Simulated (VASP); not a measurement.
TaN:

```
CELL_PARAMETERS angstrom
2.93800 0.00000 0.00000
-1.46900 2.54438 0.00000
0.00000 0.00000 2.88300
ATOMIC_POSITIONS crystal
Ta 0.00000 0.00000 0.50000
N 0.66667 0.33333 0.00000
```

Base run:

* Program: VASP 6.6.1
* Functional: r2SCAN
* Potentials or basis: VASP PAW PBE potentials, release 64 (Ta_pv, N)
* Cutoff: 520 eV
* k mesh: 10 × 10 × 9
* Occupations: fermi-dirac, width 0.05 eV
* Spin: no spin polarisation

Its results: band gap on the k mesh zero (band 8 reaches 8.50 eV, above the bottom of band 9 at 8.17 eV); pressure 1.4 GPa.

The run is repeated on the same cell with these changes: functional from r2SCAN to PBE-based screened hybrid; k mesh from 10 × 10 × 9 to 5 × 5 × 5. What comes out?

Band gap on the k mesh zero (filled and empty bands touch); pressure -4.4 GPa.

Several settings changed at once, so the effect can't be laid on one alone.

Caveats: some runs use coarse meshes; the PAW data sets were made with another functional, which shifts forces and pressure a little; spin-orbit coupling is left out, which moves the levels of the heavy elements.
